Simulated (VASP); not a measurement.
# Si3C (R3m) in VASP: single point with PBE

Aim: the single point of Si3C with PBE.

All numbers are computed with VASP 6.6.1; they aren't measurements. Logs are shortened: lines on timing, memory, paths and dates and some standing lists are left out, and cuts for length are marked.

## (1) The cell of the first run

The structure is trigonal, space group R3m (No. 160). Conventional cell: a = 3.397 Å, b = 3.397 Å, c = 17.613 Å, α = 90.00°, β = 90.00°, γ = 120.00°. C (site symmetry 3m) has 4 Si at 1.91 to 2.04 Å within 2.5 Å. Within 3.0 Å of Si (site symmetry 3m) lie 4 Si at 2.23 to 2.34 Å. Si (site symmetry 3m) has 3 C at 2.04 Å and 1 Si at 2.34 Å within 2.7 Å. Si (site symmetry 3m) has 1 C at 1.91 Å and 3 Si at 2.23 Å within 2.5 Å.

## (2) Single point, PBE

Contents of INCAR:

```
SYSTEM = Si3C
ALGO = Normal ; EDIFF = 1E-6
ENCUT = 700 ; GGA = PE
GGA_COMPAT = .False. ; ISIF = 2
ISMEAR = -1 ; ISYM = -1
LASPH = .True. ; LCHARG = .False.
LREAL = .False. ; LWAVE = .False.
NBANDS = 16 ; NELM = 120
PREC = Accurate ; SIGMA = 0.02
```

Contents of KPOINTS:

```
explicit points
108
Reciprocal
  0.00000000   0.00000000   0.08333333 2
  0.00000000   0.00000000   0.25000000 2
  0.00000000   0.00000000   0.41666667 2
  0.00000000   0.16666667   0.08333333 2
  0.00000000   0.16666667   0.25000000 2
  0.00000000   0.16666667   0.41666667 2
  0.00000000   0.16666667   0.58333333 2
  0.00000000   0.16666667   0.75000000 2
  0.00000000   0.16666667   0.91666667 2
  0.00000000   0.33333333   0.08333333 2
  0.00000000   0.33333333   0.25000000 2
  0.00000000   0.33333333   0.41666667 2
  0.00000000   0.33333333   0.58333333 2
  0.00000000   0.33333333   0.75000000 2
  0.00000000   0.33333333   0.91666667 2
  0.00000000   0.50000000   0.08333333 2
  0.00000000   0.50000000   0.25000000 2
  0.00000000   0.50000000   0.41666667 2
  0.16666667   0.00000000   0.08333333 2
  0.16666667   0.00000000   0.25000000 2
  0.16666667   0.00000000   0.41666667 2
  0.16666667   0.00000000   0.58333333 2
  0.16666667   0.00000000   0.75000000 2
  0.16666667   0.00000000   0.91666667 2
  0.16666667   0.16666667   0.08333333 2
  0.16666667   0.16666667   0.25000000 2
  0.16666667   0.16666667   0.41666667 2
  0.16666667   0.16666667   0.58333333 2
  0.16666667   0.16666667   0.75000000 2
  0.16666667   0.16666667   0.91666667 2
  0.16666667   0.33333333   0.08333333 2
  0.16666667   0.33333333   0.25000000 2
  0.16666667   0.33333333   0.41666667 2
  0.16666667   0.33333333   0.58333333 2
  0.16666667   0.33333333   0.75000000 2
  0.16666667   0.33333333   0.91666667 2
  0.16666667   0.50000000   0.08333333 2
  0.16666667   0.50000000   0.25000000 2
  0.16666667   0.50000000   0.41666667 2
  0.16666667   0.50000000   0.58333333 2
  0.16666667   0.50000000   0.75000000 2
  0.16666667   0.50000000   0.91666667 2
  0.16666667   0.66666667   0.08333333 2
  0.16666667   0.66666667   0.25000000 2
  0.16666667   0.66666667   0.41666667 2
  0.16666667   0.66666667   0.58333333 2
  0.16666667   0.66666667   0.75000000 2
  0.16666667   0.66666667   0.91666667 2
  0.16666667   0.83333333   0.08333333 2
  0.16666667   0.83333333   0.25000000 2
  0.16666667   0.83333333   0.41666667 2
  0.16666667   0.83333333   0.58333333 2
  0.16666667   0.83333333   0.75000000 2
  0.16666667   0.83333333   0.91666667 2
  0.33333333   0.00000000   0.08333333 2
  0.33333333   0.00000000   0.25000000 2
  0.33333333   0.00000000   0.41666667 2
  0.33333333   0.00000000   0.58333333 2
  0.33333333   0.00000000   0.75000000 2
  0.33333333   0.00000000   0.91666667 2
  0.33333333   0.16666667   0.08333333 2
  0.33333333   0.16666667   0.25000000 2
  0.33333333   0.16666667   0.41666667 2
  0.33333333   0.16666667   0.58333333 2
  0.33333333   0.16666667   0.75000000 2
  0.33333333   0.16666667   0.91666667 2
  0.33333333   0.33333333   0.08333333 2
  0.33333333   0.33333333   0.25000000 2
  0.33333333   0.33333333   0.41666667 2
  0.33333333   0.33333333   0.58333333 2
  0.33333333   0.33333333   0.75000000 2
  0.33333333   0.33333333   0.91666667 2
  0.33333333   0.50000000   0.08333333 2
  0.33333333   0.50000000   0.25000000 2
  0.33333333   0.50000000   0.41666667 2
  0.33333333   0.50000000   0.58333333 2
  0.33333333   0.50000000   0.75000000 2
  0.33333333   0.50000000   0.91666667 2
  0.33333333   0.66666667   0.08333333 2
  0.33333333   0.66666667   0.25000000 2
  0.33333333   0.66666667   0.41666667 2
  0.33333333   0.66666667   0.58333333 2
  0.33333333   0.66666667   0.75000000 2
  0.33333333   0.66666667   0.91666667 2
  0.33333333   0.83333333   0.08333333 2
  0.33333333   0.83333333   0.25000000 2
  0.33333333   0.83333333   0.41666667 2
  0.33333333   0.83333333   0.58333333 2
  0.33333333   0.83333333   0.75000000 2
  0.33333333   0.83333333   0.91666667 2
  0.50000000   0.00000000   0.08333333 2
  0.50000000   0.00000000   0.25000000 2
  0.50000000   0.00000000   0.41666667 2
  0.50000000   0.16666667   0.08333333 2
  0.50000000   0.16666667   0.25000000 2
  0.50000000   0.16666667   0.41666667 2
  0.50000000   0.16666667   0.58333333 2
  0.50000000   0.16666667   0.75000000 2
  0.50000000   0.16666667   0.91666667 2
  0.50000000   0.33333333   0.08333333 2
  0.50000000   0.33333333   0.25000000 2
  0.50000000   0.33333333   0.41666667 2
  0.50000000   0.33333333   0.58333333 2
  0.50000000   0.33333333   0.75000000 2
  0.50000000   0.33333333   0.91666667 2
  0.50000000   0.50000000   0.08333333 2
  0.50000000   0.50000000   0.25000000 2
  0.50000000   0.50000000   0.41666667 2
```

Contents of POSCAR:

```
Si3C
1.0
    1.6986113246      0.9806937055      5.8709154094
   -1.6986113246      0.9806937055      5.8709154094
    0.0000000000     -1.9613874110      5.8709154094
C Si
1 3
Direct
    0.9989692349     -0.0010307651     -0.0010307651
    0.4966196746      0.4966196746      0.4966196746
    0.3638779033      0.3638779033      0.3638779033
    0.8905331871      0.8905331871      0.8905331871
```

Potentials or basis: VASP PAW PBE potentials, release 64 (C, Si).

Started as:

```
$ cat potpaw_PBE.64/C/POTCAR potpaw_PBE.64/Si/POTCAR > POTCAR
$ mpirun -np 1 vasp_std > vasp.out
```

OUTCAR:

```text
SYSTEM = Si3C
   EDIFF = 1E-6
   ENCUT = 700
   GGA = PE
   ISIF = 2
   ISMEAR = -1
   ISYM = -1
   LASPH = .True.
   LREAL = .False.
   NELM = 120
   PREC = Accurate

 ion  position               nearest neighbor table
   1  0.999  0.999  0.999-   4 1.91   3 2.04   3 2.04   3 2.04
   2  0.497  0.497  0.497-   4 2.23   4 2.23   4 2.23   3 2.34
   3  0.364  0.364  0.364-   1 2.04   1 2.04   1 2.04   2 2.34
   4  0.891  0.891  0.891-   1 1.91   2 2.23   2 2.23   2 2.23

IMPORTANT INFORMATION: All symmetrisations will be switched off!
NOSYMM: (Re-)initialisation of all symmetry stuff for point group C_1.

----------------------------------------------------------------------------------------

                                     Primitive cell

  volume of cell :      58.6792

  direct lattice vectors                    reciprocal lattice vectors
     1.698611325  0.980693706  5.870915409     0.294358099  0.169947728  0.056777063
    -1.698611325  0.980693706  5.870915409    -0.294358099  0.169947728  0.056777063
     0.000000000 -1.961387411  5.870915409     0.000000000 -0.339895455  0.056777063

  length of vectors
     6.189885970  6.189885970  6.189885970     0.344604926  0.344604926  0.344604926

  position of ions in fractional coordinates (direct lattice)
     0.998969235  0.998969235  0.998969235
     0.496619675  0.496619675  0.496619675
     0.363877903  0.363877903  0.363877903
     0.890533187  0.890533187  0.890533187

  ion indices of the primitive-cell ions
   primitive index   ion index
                 1           1
                 2           2
                 3           3
                 4           4

----------------------------------------------------------------------------------------

 KPOINTS: explicit points

Read explicit list of k-points.

 Found    108 k-points:

 Following reciprocal coordinates:
            Coordinates               Weight
  0.000000  0.000000  0.083333      0.009259
  0.000000  0.000000  0.250000      0.009259
  0.000000  0.000000  0.416667      0.009259
  0.000000  0.166667  0.083333      0.009259
  0.000000  0.166667  0.250000      0.009259
  0.000000  0.166667  0.416667      0.009259
[... 16 lines left out ...]
  0.166667  0.000000  0.750000      0.009259
  0.166667  0.000000  0.916667      0.009259
 [... further k-points ...]
   k-points           NKPTS =    108   k-points in BZ     NKDIM =    108   number of bands    NBANDS=     16
   number of dos      NEDOS =    301   number of ions     NIONS =      4
   total plane-waves  NPLWV = 157464
   dimension x,y,z NGX =    54 NGY =   54 NGZ =   54
   dimension x,y,z NGXF=   108 NGYF=  108 NGZF=  108
   ions per type =               1   3
   NGX,Y,Z   is equivalent  to a cutoff of  14.50, 14.50, 14.50 a.u.
   NGXF,Y,Z  is equivalent  to a cutoff of  29.01, 29.01, 29.01 a.u.
 SYSTEM =  Si3C
   PREC   = accura    normal or accurate (medium, high low for compatibility)
   ISTART =      0    job   : 0-new  1-cont  2-samecut
   ICHARG =      2    charge: 1-file 2-atom 10-const
   ISPIN  =      1    spin polarized calculation?
   LNONCOLLINEAR =      F non collinear calculations
   LSORBIT =      F    spin-orbit coupling
   LASPH  =      T    aspherical Exc in radial PAW
   ENCUT  =  700.0 eV  51.45 Ry    7.17 a.u.  13.35 13.35 13.35*2*pi/ulx,y,z
   NELM   =    120;   NELMIN=  2; NELMDL= -5     # of ELM steps
   EDIFF  = 0.1E-05   stopping-criterion for ELM
   LREAL  =      F    real-space projection
   EDIFFG = 0.1E-04   stopping-criterion for IOM
   NSW    =      0    number of steps for IOM
   IBRION =     -1    ionic relax: 0-MD 1-quasi-New 2-CG
   NFREE  =      0    steps in history (QN), initial steepest desc. (CG)
   ISIF   =      2    stress and relaxation
   ISYM   =     -1    0-nonsym 1-usesym 2-fastsym
   POTIM  = 0.5000    time-step for ionic-motion
   TEBEG  =    0.0;   TEEND  =   0.0 temperature during run
   PSTRESS=    0.0 pullay stress
   NELECT =      16.0000    total number of electrons
   NUPDOWN=      -1.0000    fix difference up-down
   EMIN   =  10.00;   EMAX   =-10.00  energy-range for DOS
   EFERMI =   0.00;   METHOD = LEGACY
   ISMEAR =    -1;   SIGMA  =   0.02  broadening in eV -4-tet -1-fermi 0-gaus
   EFERMI_NEDOS =   21; number of points for ismear=-14 and -15
   IALGO  =     38    algorithm
   IMIX   =      4    mixing-type and parameters
     AMIX     =   0.40;   BMIX     =  1.00
     AMIX_MAG =   1.60;   BMIX_MAG =  1.00
  volume/ion in A,a.u.               =      14.67        99.00
  Fermi-wavevector in a.u.,A,eV,Ry     =   1.061581  2.006098 15.333157  1.126955
  Thomas-Fermi vector in A             =   2.197003
   LORBIT       =      0    0 simple, 1 ext, 2 COOP (PROOUT), +10 PAW based schemes
   GGA     = PE    functional components
   LHFCALC =     F    Hartree Fock is set to
   AEXX    =    0.0000 exact exchange contribution
   IVDW    =     0    specifies the selected vdW correction
   LEPSILON=     F    determine dielectric tensor
   LRPA    =     F    only Hartree local field effects (RPA)
 non-spin polarized calculation
  energy-cutoff  :      700.00
  volume of cell :       58.68
 maximum number of plane-waves:      2486
 NGX is ok and might be reduce to    54
   NGX = 27   NGY = 27   NGZ = 27

 number of electron      16.0000000 magnetization

 Free energy of the ion-electron system (eV)
  ---------------------------------------------------
  ext. energy  EPLUGINS =         0.00000000
  ---------------------------------------------------
  free energy    TOTEN  =       -24.25908735 eV

  energy without entropy =      -24.25793389  energy(sigma->0) =      -24.25851062

 E-fermi :   8.0051     XC(G=0): -10.3374

 val. band max:        7.9851571195   @ k =   0.0000   0.0000   0.0833
 cond. band min:       8.0074693352   @ k =   0.1667   0.1667   0.2500
 fundamental gap:      0.0223122158
 Fermi energy:         8.0051299359

 k-point     1 :       0.0000    0.0000    0.0833
  band No.  band energies     occupation
      1      -7.0059      2.00000
      2      -3.5018      2.00000
      3      -0.9455      2.00000
      4       4.3445      2.00000
      5       4.8220      2.00000
      6       6.3024      2.00000
[... 8 lines left out ...]
     15      14.4608      0.00000
     16      15.9979      0.00000

 k-point     2 :       0.0000    0.0000    0.2500
  band No.  band energies     occupation
      1      -6.2731      2.00000
      2      -2.8102      2.00000
      3      -0.3524      2.00000
      4       1.9971      2.00000
      5       4.1679      2.00000
      6       4.6732      2.00000
[... 8 lines left out ...]
     15      14.7863      0.00000
     16      15.3171      0.00000

 k-point     3 :       0.0000    0.0000    0.4167
  band No.  band energies     occupation
      1      -5.0905      2.00000
      2      -2.0825      2.00000
      3      -0.5038      2.00000
      4       1.5578      2.00000
      5       2.2314      2.00000
      6       3.6621      2.00000
[... 8 lines left out ...]
     15      15.2624      0.00000
     16      15.3360      0.00000

 k-point     4 :       0.0000    0.1667    0.0833
  band No.  band energies     occupation
      1      -6.8085      2.00000
      2      -3.3855      2.00000
      3      -0.6686      2.00000
      4       3.5321      2.00000
      5       4.5316      2.00000
      6       6.0069      2.00000
[... 8 lines left out ...]
     15      15.1091      0.00000
     16      15.8219      0.00000
[... 324 lines left out ...]
 k-point    22 :       0.1667    0.0000    0.5833
  band No.  band energies     occupation
      1      -4.6182      2.00000
      2      -1.9465      2.00000
      3      -0.1092      2.00000
      4       0.9628      2.00000
      5       2.1656      2.00000
      6       2.9727      2.00000
[... 8 lines left out ...]
     15      14.7769      0.00000
     16      16.1299      0.00000

 k-point    23 :       0.1667    0.0000    0.7500
  band No.  band energies     occupation
      1      -5.4784      2.00000
      2      -1.8633      2.00000
      3      -0.5267      2.00000
      4       1.5656      2.00000
      5       2.7328      2.00000
      6       3.2096      2.00000
[... 8 lines left out ...]
     15      14.1292      0.00000
     16      14.9124      0.00000

 k-point    24 :       0.1667    0.0000    0.9167
  band No.  band energies     occupation
      1      -6.4597      2.00000
      2      -2.9029      2.00000
      3      -0.5648      2.00000
      4       2.4678      2.00000
      5       4.0735      2.00000
      6       5.3541      2.00000
[... 8 lines left out ...]
     15      14.7836      0.00000
     16      15.4947      0.00000

 [... further k-points ...]

------------------------ aborting loop because EDIFF is reached ----------------------------------------

  FORCE on cell =-STRESS in cart. coord.  units (eV):
  Direction    XX          YY          ZZ          XY          YZ          ZX
  --------------------------------------------------------------------------------------
  -------------------------------------------------------------------------------------
  Total        0.2272692      0.6622264      0.8432357      0.0000001     -0.2883467     -0.0000009
  in kB        6.2053571     18.0814236     23.0236979      0.0000014     -7.8730160     -0.0000258
  external PRESSURE =      15.7701595 kB  Pullay stress =       0.0000000 kB

 VOLUME and BASIS-vectors are now :
 -----------------------------------------------------------------------------
  energy-cutoff  :      700.00
  volume of cell :       58.68
      direct lattice vectors                 reciprocal lattice vectors
     1.698611325  0.980693706  5.870915409     0.294358099  0.169947728  0.056777063
    -1.698611325  0.980693706  5.870915409    -0.294358099  0.169947728  0.056777063
     0.000000000 -1.961387411  5.870915409     0.000000000 -0.339895455  0.056777063

 POSITION                                       TOTAL-FORCE (eV/Angst)
 -----------------------------------------------------------------------------------
      0.00000      0.00000     17.59459         0.000000      0.012646      0.105752
      0.00000      0.00000      8.74684         0.000000      0.227251     -0.113733
      0.00000      0.00000      6.40889         0.000000      0.000825     -0.080249
      0.00000      0.00000     15.68474        -0.000000     -0.240722      0.088230
 -----------------------------------------------------------------------------------
    total drift:                                0.000001      0.000007     -0.000444

  FREE ENERGIE OF THE ION-ELECTRON SYSTEM (eV)
  ---------------------------------------------------
  free  energy   TOTEN  =       -24.2590873517 eV

  energy  without entropy=      -24.2579338888  energy(sigma->0) =      -24.25851062
```

It took 5.5 min on 1 thread of AMD EPYC 7R43 (Zen 3), shared host; peak memory 0.43 GiB.

Results:

```
Free energy            : -24.2591 eV
Pressure               : 1.6 GPa
Largest force          : 0.256 eV/Å
Band gap on the k mesh : zero (bands 8 and 9 overlap by 0.92 eV)
```

Forces in eV/Å, atoms in the order of the input:
```
C    0.000  0.013  0.106
Si   0.000  0.227 -0.114
Si   0.000  0.001 -0.080
Si   0.000 -0.241  0.088
```
